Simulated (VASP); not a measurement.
# Pt (Im-3m) in VASP: a series of runs

Runs on Pt. Level: r2SCAN. Tasks: single point.

Program: VASP 6.6.1. These are calculated values, not measurements. Logs are shortened: lines on timing, memory, paths and dates and some standing lists are left out, and cuts for length are marked.

### Step 1. The cell of the first run

The structure is cubic, space group Im-3m (No. 229). Conventional cell: a = 3.118 Å, b = 3.118 Å, c = 3.118 Å, α = 90.00°, β = 90.00°, γ = 90.00°. Pt (site symmetry m-3m) has 14 Pt at 2.70 to 3.12 Å within 3.6 Å.

### Step 2. Single point, r2SCAN

The input, POSCAR:

```
Pt
1.0
   -1.5590053649      1.5590053649      1.5590053649
    1.5590053649     -1.5590053649      1.5590053649
    1.5590053649      1.5590053649     -1.5590053649
Pt
1
Direct
    0.0000000000      0.0000000000      0.0000000000
```

The input, INCAR.step1:

```
SYSTEM = Pt
PREC     = Accurate       ! precision mode
ENCUT    = 520            ! plane-wave cutoff, eV
ISMEAR   = -1             ! smearing method
SIGMA    = 0.05           ! smearing width, eV
LREAL    = .False.        ! projectors in reciprocal space
LASPH    = .True.         ! aspherical terms in the spheres
NELM     = 80             ! most SCF steps
NBANDS   = 11             ! bands
GGA      = PE             ! functional
ALGO     = Normal         ! electronic algorithm
EDIFF    = 1E-4           ! SCF threshold, eV
LWAVE    = .True.         ! write WAVECAR
LCHARG   = .False.        ! write CHGCAR
```

The input, INCAR.step2:

```
SYSTEM = Pt
PREC     = Accurate       ! precision mode
ENCUT    = 520            ! plane-wave cutoff, eV
EDIFF    = 1E-6           ! SCF threshold, eV
ISMEAR   = -1             ! smearing method
SIGMA    = 0.05           ! smearing width, eV
LREAL    = .False.        ! projectors in reciprocal space
LASPH    = .True.         ! aspherical terms in the spheres
NELM     = 80             ! most SCF steps
ALGO     = Normal         ! electronic algorithm
ISIF     = 2              ! what is computed and relaxed
LWAVE    = .False.        ! write WAVECAR
LCHARG   = .True.         ! write CHGCAR
METAGGA  = R2SCAN         ! meta-GGA
LMIXTAU  = .True.       
LELF     = .True.         ! ELF
LVHAR    = .True.       
NBANDS   = 11             ! bands
ISTART   = 1
```

The input, KPOINTS:

```
regular mesh
0
Gamma
  18 18 18
  0 0 0
```

Potentials or basis: VASP PAW PBE potentials, release 64 (Pt).

Command:

```bash
cat potpaw_PBE.64/Pt/POTCAR > POTCAR
cp INCAR.step1 INCAR
mpirun -np 1 vasp_std > vasp.out
cp INCAR.step2 INCAR
mpirun -np 1 vasp_std > vasp.out
```

OUTCAR:

```text
SYSTEM = Pt
   PREC = Accurate
   ENCUT = 520
   EDIFF = 1E-6
   ISMEAR = -1
   LREAL = .False.
   LASPH = .True.
   NELM = 80
   ISIF = 2
   METAGGA = R2SCAN
   ISTART = 1

 ion  position               nearest neighbor table
   1  0.000  0.000  0.000-

  LATTYP: Found a body centered cubic cell.
 ALAT       =     3.1180107298

  Lattice vectors:

 A1 = (  -1.5590053649,   1.5590053649,   1.5590053649)
 A2 = (   1.5590053649,  -1.5590053649,   1.5590053649)
 A3 = (   1.5590053649,   1.5590053649,  -1.5590053649)

Analysis of symmetry for initial positions (statically):
=====================================================================
 Subroutine PRICEL returns:
 Original cell was already a primitive cell.

 Routine SETGRP: Setting up the symmetry group for a
 body centered cubic supercell.

 Subroutine GETGRP returns: Found 48 space group operations
 (whereof 48 operations were pure point group operations)
 out of a pool of 48 trial point group operations.

The static configuration has the point symmetry O_h .

Analysis of symmetry for dynamics (positions and initial velocities):
=====================================================================
 Subroutine PRICEL returns:
 Original cell was already a primitive cell.

 Routine SETGRP: Setting up the symmetry group for a
 body centered cubic supercell.

 Subroutine GETGRP returns: Found 48 space group operations
 (whereof 48 operations were pure point group operations)
 out of a pool of 48 trial point group operations.

The dynamic configuration has the point symmetry O_h .

 Subroutine INISYM returns: Found 48 space group operations
 (whereof 48 operations are pure point group operations),
 and found     1 'primitive' translations

----------------------------------------------------------------------------------------

                                     Primitive cell

  volume of cell :      15.1566

  direct lattice vectors                    reciprocal lattice vectors
    -1.559005365  1.559005365  1.559005365     0.000000000  0.320717306  0.320717306
     1.559005365 -1.559005365  1.559005365     0.320717306  0.000000000  0.320717306
     1.559005365  1.559005365 -1.559005365     0.320717306  0.320717306  0.000000000

  length of vectors
     2.700276501  2.700276501  2.700276501     0.453562763  0.453562763  0.453562763

  position of ions in fractional coordinates (direct lattice)
     0.000000000  0.000000000  0.000000000
[... 75 lines left out ...]
   NELM   =     80;   NELMIN=  2; NELMDL=  0     # of ELM steps
   EDIFF  = 0.1E-05   stopping-criterion for ELM
   LREAL  =      F    real-space projection
   EDIFFG = 0.1E-04   stopping-criterion for IOM
   NSW    =      0    number of steps for IOM
   IBRION =     -1    ionic relax: 0-MD 1-quasi-New 2-CG
   NFREE  =      0    steps in history (QN), initial steepest desc. (CG)
   ISIF   =      2    stress and relaxation
   ISYM   =      2    0-nonsym 1-usesym 2-fastsym
   POTIM  = 0.5000    time-step for ionic-motion
   TEBEG  =    0.0;   TEEND  =   0.0 temperature during run
   PSTRESS=    0.0 pullay stress
   NELECT =      10.0000    total number of electrons
   NUPDOWN=      -1.0000    fix difference up-down
   EMIN   =  10.00;   EMAX   =-10.00  energy-range for DOS
   EFERMI =   0.00;   METHOD = LEGACY
   ISMEAR =    -1;   SIGMA  =   0.05  broadening in eV -4-tet -1-fermi 0-gaus
   EFERMI_NEDOS =   21; number of points for ismear=-14 and -15
   IALGO  =     38    algorithm
   IMIX   =      4    mixing-type and parameters
     AMIX     =   0.40;   BMIX     =  1.00
     AMIX_MAG =   1.60;   BMIX_MAG =  1.00
  volume/ion in A,a.u.               =      15.16       102.28
  Fermi-wavevector in a.u.,A,eV,Ry     =   1.425194  2.693226 27.635842  2.031177
  Thomas-Fermi vector in A             =   2.545604
   LORBIT       =      0    0 simple, 1 ext, 2 COOP (PROOUT), +10 PAW based schemes
   METAGGA = R2SCAN    functional components
   LHFCALC =     F    Hartree Fock is set to
   AEXX    =    0.0000 exact exchange contribution
   IVDW    =     0    specifies the selected vdW correction
   LEPSILON=     F    determine dielectric tensor
   LRPA    =     F    only Hartree local field effects (RPA)
 non-spin polarized calculation
  energy-cutoff  :      520.00
  volume of cell :       15.16
 maximum number of plane-waves:       420
   NGX =  9   NGY =  9   NGZ =  9

 number of electron       9.9999998 magnetization

 Free energy of the ion-electron system (eV)
  ---------------------------------------------------
  ext. energy  EPLUGINS =         0.00000000
  ---------------------------------------------------
  free energy    TOTEN  =       -51.40956717 eV

  energy without entropy =      -51.40429526  energy(sigma->0) =      -51.40693121

 E-fermi :  10.7526     XC(G=0): -14.5727

 val. band max:       10.7327362189   @ k =  -0.2778   0.2778   0.2222
 cond. band min:      10.7604209915   @ k =  -0.3889   0.5000   0.0556
 fundamental gap:      0.0276847726
 Fermi energy:        10.7526170952

 k-point     1 :       0.0000    0.0000    0.0000
  band No.  band energies     occupation
      1       0.5203      2.00000
      2       6.8639      2.00000
      3       6.8639      2.00000
      4       6.8639      2.00000
      5       9.5249      2.00000
      6       9.5249      2.00000
      7      28.7864      0.00000
      8      28.7864      0.00000
      9      28.7864      0.00000
     10      39.7484      0.00000
     11      39.7484      0.00000
[... 309 lines left out ...]
 k-point    24 :       0.3889    0.1111    0.0000
  band No.  band energies     occupation
      1       3.8740      2.00000
      2       5.4423      2.00000
      3       8.5823      2.00000
      4       9.3420      2.00000
      5      10.3518      1.99934
      6      13.1210      0.00000
      7      18.4083      0.00000
      8      24.9245      0.00000
      9      27.1793      0.00000
     10      35.7017      0.00000
     11      36.7449      0.00000

 [... further k-points ...]
[... 5 lines left out ...]
  --------------------------------------------------------------------------------------
  -------------------------------------------------------------------------------------
  Total        0.5957281      0.5957281      0.5957281     -0.0000000      0.0000000     -0.0000000
  in kB       62.9732102     62.9732102     62.9732102     -0.0000000      0.0000000     -0.0000000
  external PRESSURE =      62.9732102 kB  Pullay stress =       0.0000000 kB

 VOLUME and BASIS-vectors are now :
 -----------------------------------------------------------------------------
  energy-cutoff  :      520.00
  volume of cell :       15.16
      direct lattice vectors                 reciprocal lattice vectors
    -1.559005365  1.559005365  1.559005365     0.000000000  0.320717306  0.320717306
     1.559005365 -1.559005365  1.559005365     0.320717306  0.000000000  0.320717306
     1.559005365  1.559005365 -1.559005365     0.320717306  0.320717306  0.000000000

 POSITION                                       TOTAL-FORCE (eV/Angst)
 -----------------------------------------------------------------------------------
      0.00000      0.00000      0.00000        -0.000000     -0.000000      0.000000
 -----------------------------------------------------------------------------------
    total drift:                                0.000000     -0.000000      0.000000

  FREE ENERGIE OF THE ION-ELECTRON SYSTEM (eV)
  ---------------------------------------------------
  free  energy   TOTEN  =       -51.4095671670 eV

  energy  without entropy=      -51.4042952591  energy(sigma->0) =      -51.40693121
```

It used 75 s of CPU time on 1 thread of AMD EPYC 7R13 Processor (Zen 3), with other jobs on the host.

What came out:

```yaml
Free_energy: -51.4096 eV
Pressure: 6.3 GPa
Band_gap_on_the_k_mesh: zero (band 5 reaches 11.88 eV, above the bottom of band 6 at 9.39 eV)
```

Levels at points of the mesh, in eV from the Fermi level:
| k point | band 1 | band 2 | band 3 | band 4 | band 5 | band 6 | band 7 | band 8 | band 9 | band 10 |
| --- | --- | --- | --- | --- | --- | --- | --- | --- | --- | --- |
| (0.00, 0.00, 0.00) | -10.23 | -3.89 | -3.89 | -3.89 | -1.23 | -1.23 | 18.03 | 18.03 | 18.03 | 29.00 |
| (0.50, 0.00, 0.00) | -7.24 | -5.46 | -1.40 | -0.88 | 0.27 | 1.15 | 6.95 | 14.04 | 16.96 | 25.47 |
| (0.50, 0.50, 0.50) | -6.79 | -6.79 | 0.56 | 0.56 | 0.56 | 8.18 | 8.18 | 8.18 | 14.06 | 20.43 |

Caveat: the PAW data sets were made with another functional, which shifts forces and pressure a little; spin-orbit coupling is left out, which moves the levels of the heavy elements.

### Step 3. Single point, r2SCAN

This run uses another cell than the first one, of 15.47 Å³/atom, 1.020 times its volume.

The input, POSCAR:

```
Pt
1.0
   -1.5695395044      1.5695395044      1.5695395044
    1.5695395044     -1.5695395044      1.5695395044
    1.5695395044      1.5695395044     -1.5695395044
Pt
1
Direct
    0.0000000000      0.0000000000      0.0000000000
```

The input, INCAR.step1:

```
ALGO = Normal
EDIFF = 1E-4
ENCUT = 520
GGA = PE
ISMEAR = -1
LASPH = True
LCHARG = False
LREAL = False
LWAVE = True
NBANDS = 11
NELM = 100
PREC = Accurate
SIGMA = 0.05
```

The input, INCAR.step2:

```
ALGO = Normal
EDIFF = 1E-7
ENCUT = 520
ISIF = 2
ISMEAR = -1
ISTART = 1
LASPH = True
LCHARG = True
LELF = True
LMIXTAU = True
LREAL = False
LVHAR = True
LWAVE = False
METAGGA = R2SCAN
NBANDS = 11
NELM = 100
PREC = Accurate
SIGMA = 0.05
```

The input, KPOINTS:

```
k-points
0
Gamma
  18 18 18
```

Potentials or basis: VASP PAW PBE potentials, release 64 (Pt).

Command:

```bash
cat potpaw_PBE.64/Pt/POTCAR > POTCAR
cp INCAR.step1 INCAR
mpirun -np 1 vasp_std > vasp.out
cp INCAR.step2 INCAR
mpirun -np 1 vasp_std > vasp.out
```

It used 83 s of CPU time on 1 thread of AMD EPYC 7R13 Processor (Zen 3) (shared host).

The run converged. Its results:

| Property | Result |
| --- | --- |
| Free energy | -51.4162 eV |
| Pressure | 0.6 GPa |
| Band gap on the k mesh | zero (band 5 reaches 11.46 eV, above the bottom of band 6 at 9.06 eV) |

Levels at points of the mesh, in eV from the Fermi level:
| k point | band 1 | band 2 | band 3 | band 4 | band 5 | band 6 | band 7 | band 8 | band 9 | band 10 |
| --- | --- | --- | --- | --- | --- | --- | --- | --- | --- | --- |
| (0.00, 0.00, 0.00) | -10.01 | -3.77 | -3.77 | -3.77 | -1.19 | -1.19 | 18.04 | 18.04 | 18.04 | 28.74 |
| (0.50, 0.00, 0.00) | -7.03 | -5.29 | -1.36 | -0.86 | 0.34 | 1.10 | 6.77 | 14.04 | 16.77 | 25.35 |
| (0.50, 0.50, 0.50) | -6.57 | -6.57 | 0.54 | 0.54 | 0.54 | 8.12 | 8.12 | 8.12 | 13.74 | 20.13 |

Caveat: the PAW data sets were made with another functional, which shifts forces and pressure a little; spin-orbit coupling is left out, which moves the levels of the heavy elements.

### Step 4. Single point, r2SCAN

This run uses another cell than the first one, of 15.78 Å³/atom, 1.041 times its volume.

The input, POSCAR:

```
Pt
1.0
   -1.5799341087      1.5799341087      1.5799341087
    1.5799341087     -1.5799341087      1.5799341087
    1.5799341087      1.5799341087     -1.5799341087
Pt
1
Direct
    0.0000000000      0.0000000000      0.0000000000
```

The input, INCAR.step1:

```
PREC     = Accurate       # precision mode
ENCUT    = 520            # plane-wave cutoff, eV
ISMEAR   = -1             # smearing method
SIGMA    = 0.05           # smearing width, eV
LREAL    = F              # projectors in reciprocal space
LASPH    = T              # aspherical terms in the spheres
NELM     = 100            # most SCF steps
NBANDS   = 11             # bands
GGA      = PE             # functional
ALGO     = Normal         # electronic algorithm
EDIFF    = 1E-4           # SCF threshold, eV
LWAVE    = T              # write WAVECAR
LCHARG   = F              # write CHGCAR
```

The input, INCAR.step2:

```
PREC     = Accurate       # precision mode
ENCUT    = 520            # plane-wave cutoff, eV
EDIFF    = 1E-7           # SCF threshold, eV
ISMEAR   = -1             # smearing method
SIGMA    = 0.05           # smearing width, eV
LREAL    = F              # projectors in reciprocal space
LASPH    = T              # aspherical terms in the spheres
NELM     = 100            # most SCF steps
ALGO     = Normal         # electronic algorithm
ISIF     = 2              # what is computed and relaxed
LWAVE    = F              # write WAVECAR
LCHARG   = T              # write CHGCAR
METAGGA  = R2SCAN         # meta-GGA
LMIXTAU  = T            
LELF     = T              # ELF
LVHAR    = T            
NBANDS   = 11             # bands
ISTART   = 1
```

The input, KPOINTS:

```
Automatic mesh
0
Gamma
  18 18 18
```

Command:

```bash
cat potpaw_PBE.64/Pt/POTCAR > POTCAR
cp INCAR.step1 INCAR
mpirun -np 1 vasp_std > vasp.out
cp INCAR.step2 INCAR
mpirun -np 1 vasp_std > vasp.out
```

It used 80 s of CPU time on 1 thread of AMD EPYC 7R13 Processor (Zen 3), on a shared host.

Results (log left out):

| Item | Value |
| --- | --- |
| Free energy | -51.4127 eV |
| Pressure | -4.3 GPa |
| Band gap on the k mesh | zero (band 5 reaches 11.06 eV, above the bottom of band 6 at 8.74 eV) |

Levels at points of the mesh, in eV from the Fermi level:
| k point | band 1 | band 2 | band 3 | band 4 | band 5 | band 6 | band 7 | band 8 | band 9 | band 10 |
| --- | --- | --- | --- | --- | --- | --- | --- | --- | --- | --- |
| (0.00, 0.00, 0.00) | -9.79 | -3.66 | -3.66 | -3.66 | -1.16 | -1.16 | 18.05 | 18.05 | 18.05 | 28.48 |
| (0.50, 0.00, 0.00) | -6.83 | -5.13 | -1.33 | -0.84 | 0.41 | 1.05 | 6.59 | 14.03 | 16.59 | 25.24 |
| (0.50, 0.50, 0.50) | -6.36 | -6.36 | 0.51 | 0.51 | 0.51 | 8.07 | 8.07 | 8.07 | 13.43 | 19.84 |

Caveat: the PAW data sets were made with another functional, which shifts forces and pressure a little; spin-orbit coupling is left out, which moves the levels of the heavy elements.

### Step 5. Summary

```tsv
cell	gap on the mesh (eV)	pressure (GPa)
a = 2.700 Å, angles 109.5°, 1 atom	none	6.3
a = 2.719 Å, angles 109.5°, 1 atom	none	0.6
a = 2.737 Å, angles 109.5°, 1 atom	none	-4.3
```

Alike in all rows: task single point; level r2SCAN; potentials or basis VASP PAW PBE potentials, release 64 (Pt); no spin polarisation; k mesh 18 × 18 × 18; cutoff (eV) 520; smearing fermi-dirac 0.05 eV.

Caveats: the PAW data sets were made with another functional, which shifts forces and pressure a little; spin-orbit coupling is left out, which moves the levels of the heavy elements.

Absolute energies hang on the potentials; compare differences alone.
